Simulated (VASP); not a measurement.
# SnSe2 (P-3m1) in VASP: single point with PBE

Aim: the single point of SnSe2 with PBE.

Program: VASP 6.6.1. These are calculated values, not measurements. Logs are shortened: lines on timing, memory, paths and dates and some standing lists are left out, and cuts for length are marked.

## 1. The cell of the first run

It takes space group P-3m1 (No. 164, trigonal). The conventional cell has a = 3.825 Å, b = 3.825 Å, c = 6.227 Å, α = 90.00°, β = 90.00°, γ = 120.00°. Within 3.6 Å of Sn (site symmetry -3m) lie 6 Se at 2.71 Å. Within 3.6 Å of Se (site symmetry 3m) lie 3 Sn at 2.71 Å.

## 2. Single point, PBE

File INCAR:

```
SYSTEM = SnSe2
ALGO = Normal
EDIFF = 1E-7
ENCUT = 520
GGA = PE
ISIF = 2
ISMEAR = 0
LASPH = .True.
LCHARG = .True.
LELF = .True.
LREAL = .False.
LVHAR = .True.
LWAVE = .False.
NBANDS = 20
NELM = 60
PREC = Accurate
SIGMA = 0.01
```

File KPOINTS:

```
k-points
0
Gamma
  3 3 3
  0 0 0
```

File POSCAR:

```
SnSe2
1.0
    3.8251638404      0.0000000000      0.0000000000
   -1.9125819202      3.3126890594      0.0000000000
    0.0000000000      0.0000000000      6.2270561301
Sn Se
1 2
Direct
    0.0000000000      0.0000000000      0.0000000000
    0.3333333333      0.6666666667      0.2530760434
    0.6666666667      0.3333333333      0.7469239566
```

Potentials or basis: VASP PAW PBE potentials, release 64 (Sn_d, Se).

Run with:

```sh
> cat potpaw_PBE.64/Sn_d/POTCAR potpaw_PBE.64/Se/POTCAR > POTCAR
> mpirun -np 1 vasp_std > vasp.out
```

OUTCAR:

```text
SYSTEM = SnSe2
   EDIFF = 1E-7
   ENCUT = 520
   GGA = PE
   ISIF = 2
   ISMEAR = 0
   LASPH = .True.
   LREAL = .False.
   NELM = 60
   PREC = Accurate

 ion  position               nearest neighbor table
   1  0.000  0.000  0.000-   2 2.71   3 2.71   2 2.71   3 2.71   3 2.71   2 2.71
   2  0.333  0.667  0.253-   1 2.71   1 2.71   1 2.71
   3  0.667  0.333  0.747-   1 2.71   1 2.71   1 2.71

  LATTYP: Found a hexagonal cell.
 ALAT       =     3.8251638404
 C/A-ratio  =     1.6279188003

  Lattice vectors:

 A1 = (   3.8251638404,   0.0000000000,   0.0000000000)
 A2 = (  -1.9125819202,   3.3126890594,   0.0000000000)
 A3 = (   0.0000000000,   0.0000000000,   6.2270561301)

Analysis of symmetry for initial positions (statically):
=====================================================================
 Subroutine PRICEL returns:
 Original cell was already a primitive cell.

 Routine SETGRP: Setting up the symmetry group for a
 hexagonal supercell.

 Subroutine GETGRP returns: Found 12 space group operations
 (whereof 12 operations were pure point group operations)
 out of a pool of 24 trial point group operations.

The static configuration has the point symmetry D_3d.

Analysis of symmetry for dynamics (positions and initial velocities):
=====================================================================
 Subroutine PRICEL returns:
 Original cell was already a primitive cell.

 Routine SETGRP: Setting up the symmetry group for a
 hexagonal supercell.

 Subroutine GETGRP returns: Found 12 space group operations
 (whereof 12 operations were pure point group operations)
 out of a pool of 24 trial point group operations.

The dynamic configuration has the point symmetry D_3d.

 Subroutine INISYM returns: Found 12 space group operations
 (whereof 12 operations are pure point group operations),
 and found     1 'primitive' translations

----------------------------------------------------------------------------------------

                                     Primitive cell

  volume of cell :      78.9066

  direct lattice vectors                    reciprocal lattice vectors
     3.825163840  0.000000000  0.000000000     0.261426711  0.150934782  0.000000000
    -1.912581920  3.312689059  0.000000000     0.000000000  0.301869563  0.000000000
     0.000000000  0.000000000  6.227056130     0.000000000  0.000000000  0.160589527

  length of vectors
     3.825163840  3.825163840  6.227056130     0.301869563  0.301869563  0.160589527

  position of ions in fractional coordinates (direct lattice)
     0.000000000  0.000000000  0.000000000
     0.333333333  0.666666667  0.253076043
     0.666666667  0.333333333  0.746923957

  ion indices of the primitive-cell ions
   primitive index   ion index
                 1           1
                 2           2
                 3           3

----------------------------------------------------------------------------------------

 KPOINTS: k-points

Automatic generation of k-mesh.
 Grid dimensions read from file:
 generate k-points for:    3    3    3

 Generating k-lattice:

  Cartesian coordinates                     Fractional coordinates (reciprocal lattice)
     0.087142237  0.050311594  0.000000000     0.333333333  0.000000000  0.000000000
     0.000000000  0.100623188  0.000000000     0.000000000  0.333333333  0.000000000
     0.000000000  0.000000000  0.053529842     0.000000000  0.000000000  0.333333333

  Length of vectors
     0.100623188  0.100623188  0.053529842

  Shift w.r.t. Gamma in fractional coordinates (k-lattice)
     0.000000000  0.000000000  0.000000000

 Subroutine IBZKPT returns following result:
 ===========================================

 Found      7 irreducible k-points:

 Following reciprocal coordinates:
            Coordinates               Weight
  0.000000  0.000000  0.000000      1.000000
  0.333333  0.000000  0.000000      6.000000
  0.333333  0.333333  0.000000      2.000000
  0.000000  0.000000  0.333333      2.000000
  0.333333  0.000000  0.333333      6.000000
  0.000000  0.333333  0.333333      6.000000
  0.333333  0.333333  0.333333      4.000000
   k-points           NKPTS =      7   k-points in BZ     NKDIM =      7   number of bands    NBANDS=     20
   number of dos      NEDOS =    301   number of ions     NIONS =      3
   total plane-waves  NPLWV =  37632
   dimension x,y,z NGX =    28 NGY =   28 NGZ =   48
   dimension x,y,z NGXF=    56 NGYF=   56 NGZF=   96
   ions per type =               1   2
   NGX,Y,Z   is equivalent  to a cutoff of  12.17, 12.17, 12.81 a.u.
   NGXF,Y,Z  is equivalent  to a cutoff of  24.34, 24.34, 25.63 a.u.
 SYSTEM =  SnSe2
   PREC   = accura    normal or accurate (medium, high low for compatibility)
   ISTART =      0    job   : 0-new  1-cont  2-samecut
   ICHARG =      2    charge: 1-file 2-atom 10-const
   ISPIN  =      1    spin polarized calculation?
   LNONCOLLINEAR =      F non collinear calculations
   LSORBIT =      F    spin-orbit coupling
   LASPH  =      T    aspherical Exc in radial PAW
   ENCUT  =  520.0 eV  38.22 Ry    6.18 a.u.   7.11  7.11 11.58*2*pi/ulx,y,z
   NELM   =     60;   NELMIN=  2; NELMDL= -5     # of ELM steps
   EDIFF  = 0.1E-06   stopping-criterion for ELM
   LREAL  =      F    real-space projection
   EDIFFG = 0.1E-05   stopping-criterion for IOM
   NSW    =      0    number of steps for IOM
   IBRION =     -1    ionic relax: 0-MD 1-quasi-New 2-CG
   NFREE  =      0    steps in history (QN), initial steepest desc. (CG)
   ISIF   =      2    stress and relaxation
   ISYM   =      2    0-nonsym 1-usesym 2-fastsym
   POTIM  = 0.5000    time-step for ionic-motion
   TEBEG  =    0.0;   TEEND  =   0.0 temperature during run
   PSTRESS=    0.0 pullay stress
   NELECT =      26.0000    total number of electrons
   NUPDOWN=      -1.0000    fix difference up-down
   EMIN   =  10.00;   EMAX   =-10.00  energy-range for DOS
   EFERMI =   0.00;   METHOD = LEGACY
   ISMEAR =     0;   SIGMA  =   0.01  broadening in eV -4-tet -1-fermi 0-gaus
   EFERMI_NEDOS =   21; number of points for ismear=-14 and -15
   IALGO  =     38    algorithm
   IMIX   =      4    mixing-type and parameters
     AMIX     =   0.40;   BMIX     =  1.00
     AMIX_MAG =   1.60;   BMIX_MAG =  1.00
  volume/ion in A,a.u.               =      26.30       177.50
  Fermi-wavevector in a.u.,A,eV,Ry     =   1.130737  2.136782 17.395936  1.278565
  Thomas-Fermi vector in A             =   2.267434
   LORBIT       =      0    0 simple, 1 ext, 2 COOP (PROOUT), +10 PAW based schemes
   GGA     = PE    functional components
   LHFCALC =     F    Hartree Fock is set to
   AEXX    =    0.0000 exact exchange contribution
   IVDW    =     0    specifies the selected vdW correction
   LEPSILON=     F    determine dielectric tensor
   LRPA    =     F    only Hartree local field effects (RPA)
 non-spin polarized calculation
 Gauss-broadening in eV      SIGMA  =   0.01
  energy-cutoff  :      520.00
  volume of cell :       78.91
 maximum number of plane-waves:      2145
   NGX = 15   NGY = 15   NGZ = 23

 number of electron      26.0000000 magnetization

 Free energy of the ion-electron system (eV)
  ---------------------------------------------------
  ext. energy  EPLUGINS =         0.00000000
  ---------------------------------------------------
  free energy    TOTEN  =       -11.41217205 eV

  energy without entropy =      -11.41217205  energy(sigma->0) =      -11.41217205

 E-fermi :   3.9791     XC(G=0):  -9.3403

 val. band max:        3.8805832488   @ k =   0.0000   0.0000   0.0000
 cond. band min:       4.9250761138   @ k =   0.0000   0.3333   0.3333
 fundamental gap:      1.0444928650
 Fermi energy:         3.9791214980

 k-point     1 :       0.0000    0.0000    0.0000
  band No.  band energies     occupation
      1     -17.3040      2.00000
      2     -17.3040      2.00000
      3     -17.2861      2.00000
      4     -17.2659      2.00000
      5     -17.2659      2.00000
      6      -9.7720      2.00000
[... 12 lines left out ...]
     19      12.9576      0.00000
     20      12.9576      0.00000

 k-point     2 :       0.3333    0.0000    0.0000
  band No.  band energies     occupation
      1     -17.3444      2.00000
      2     -17.2917      2.00000
      3     -17.2830      2.00000
      4     -17.2582      2.00000
      5     -17.2470      2.00000
      6      -8.7945      2.00000
[... 12 lines left out ...]
     19      12.9991      0.00000
     20      13.7396      0.00000

 k-point     3 :       0.3333    0.3333    0.0000
  band No.  band energies     occupation
      1     -17.3256      2.00000
      2     -17.3256      2.00000
      3     -17.2586      2.00000
      4     -17.2586      2.00000
      5     -17.2558      2.00000
      6      -7.7547      2.00000
[... 12 lines left out ...]
     19      12.5034      0.00000
     20      12.5034      0.00000

 k-point     4 :       0.0000    0.0000    0.3333
  band No.  band energies     occupation
      1     -17.3040      2.00000
      2     -17.3040      2.00000
      3     -17.2860      2.00000
      4     -17.2659      2.00000
      5     -17.2659      2.00000
      6      -9.6448      2.00000
[... 12 lines left out ...]
     19      12.5203      0.00000
     20      12.5203      0.00000

 k-point     5 :       0.3333    0.0000    0.3333
  band No.  band energies     occupation
      1     -17.3445      2.00000
      2     -17.2917      2.00000
      3     -17.2830      2.00000
      4     -17.2581      2.00000
      5     -17.2470      2.00000
      6      -8.6877      2.00000
[... 12 lines left out ...]
     19      13.7140      0.00000
     20      14.3282      0.00000

 k-point     6 :       0.0000    0.3333    0.3333
  band No.  band energies     occupation
      1     -17.3445      2.00000
      2     -17.2917      2.00000
      3     -17.2830      2.00000
      4     -17.2581      2.00000
      5     -17.2470      2.00000
      6      -8.6886      2.00000
[... 12 lines left out ...]
     19      12.7188      0.00000
     20      13.5329      0.00000

 k-point     7 :       0.3333    0.3333    0.3333
  band No.  band energies     occupation
      1     -17.3257      2.00000
      2     -17.3257      2.00000
      3     -17.2586      2.00000
      4     -17.2586      2.00000
      5     -17.2558      2.00000
      6      -7.7453      2.00000
[... 12 lines left out ...]
     19      13.0183      0.00000
     20      13.0183      0.00000

------------------------ aborting loop because EDIFF is reached ----------------------------------------

  FORCE on cell =-STRESS in cart. coord.  units (eV):
  Direction    XX          YY          ZZ          XY          YZ          ZX
  --------------------------------------------------------------------------------------
  -------------------------------------------------------------------------------------
  Total        2.7342087      2.7342087      0.8201546      0.0000000      0.0000000      0.0000000
  in kB       55.5173530     55.5173530     16.6530119      0.0000000      0.0000000      0.0000000
  external PRESSURE =      42.5625726 kB  Pullay stress =       0.0000000 kB

 VOLUME and BASIS-vectors are now :
 -----------------------------------------------------------------------------
  energy-cutoff  :      520.00
  volume of cell :       78.91
      direct lattice vectors                 reciprocal lattice vectors
     3.825163840  0.000000000  0.000000000     0.261426711  0.150934782  0.000000000
    -1.912581920  3.312689059  0.000000000     0.000000000  0.301869563  0.000000000
     0.000000000  0.000000000  6.227056130     0.000000000  0.000000000  0.160589527

 POSITION                                       TOTAL-FORCE (eV/Angst)
 -----------------------------------------------------------------------------------
      0.00000      0.00000      0.00000        -0.000000      0.000000      0.000000
     -0.00000      2.20846      1.57592        -0.000000      0.000000      0.123651
      1.91258      1.10423      4.65114         0.000000     -0.000000     -0.123651
 -----------------------------------------------------------------------------------
    total drift:                               -0.000000      0.000000      0.000000

  FREE ENERGIE OF THE ION-ELECTRON SYSTEM (eV)
  ---------------------------------------------------
  free  energy   TOTEN  =       -11.4121720538 eV

  energy  without entropy=      -11.4121720538  energy(sigma->0) =      -11.41217205
```

Wall time 16 s (1 thread of Intel Xeon Platinum 8259CL at 2.50GHz (Skylake/Cascade Lake), shared host); peak memory 0.18 GiB.

What came out:

```
Free energy            : -11.4122 eV
Pressure               : 4.3 GPa
Largest force          : 0.124 eV/Å
Band gap on the k mesh : 1.04 eV, indirect (least direct gap 1.10 eV)
```

Forces on the atoms (eV/Å):
```
Sn   0.000  0.000  0.000
Se   0.000  0.000  0.124
Se   0.000  0.000 -0.124
```

Stress tensor (GPa, compression positive):
```
5.55 0.00 0.00
0.00 5.55 0.00
0.00 0.00 1.67
```

Caveat: the k points lie up to 0.63 Å⁻¹ apart; spin-orbit coupling is left out, which moves the levels of the heavy elements; this functional lacks dispersion, which binds the layers, so the pressure and a relaxed spacing across them are unreliable. A k mesh can miss the band edges.
